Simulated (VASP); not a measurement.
Set up this calculation in VASP 6.6.1, as the native input.

| Property | Result |
| --- | --- |
| Task | single point |
| Functional | LDA |
| Potentials or basis | VASP PAW LDA potentials, release 64 (Hf_pv) |
| Cutoff | 520 eV |
| k mesh | 14 × 14 × 14 |
| Occupations | fermi-dirac, width 0.05 eV |
| Spin | no spin polarisation |
| Dipole correction | no |
| Further INCAR settings | ALGO = Normal; EDIFF = 1e-06; NBANDS = 11 |

The structure of Hf lies in POSCAR:

```
Hf
1.0
   -1.7375288132      1.7375288132      1.7375288132
    1.7375288132     -1.7375288132      1.7375288132
    1.7375288132      1.7375288132     -1.7375288132
Hf
1
Direct
    0.0000000000      0.0000000000      0.0000000000
```

This cell differs from its parent crystal: volume scaled by 0.95.

One way to write it, as run:

INCAR

```
SYSTEM = Hf
PREC = Accurate
ENCUT = 520
EDIFF = 1E-6
ISMEAR = -1
SIGMA = 0.05
LREAL = .FALSE.
LASPH = .TRUE.
NELM = 60
ALGO = Normal
ISIF = 2
LWAVE = .FALSE.
LCHARG = .TRUE.
LELF = .TRUE.
LVHAR = .TRUE.
NBANDS = 11
```

KPOINTS

```
regular mesh
0
G
  14 14 14
  0 0 0
```

Potentials or basis: VASP PAW LDA potentials, release 64 (Hf_pv).

Command:

```console
$ cat potpaw_LDA.64/Hf_pv/POTCAR > POTCAR
$ mpirun -np 1 vasp_std > vasp.out
```

Results of the run:

```
Pressure               : -2.9 GPa
Band gap on the k mesh : zero (band 5 reaches 6.39 eV, above the bottom of band 6 at 4.13 eV)
```

Caveat: spin-orbit coupling is left out, which moves the levels of the heavy elements.

Wall time 22 s on 1 thread of Intel Xeon 8259CL (shared host), peak memory 0.15 GiB.
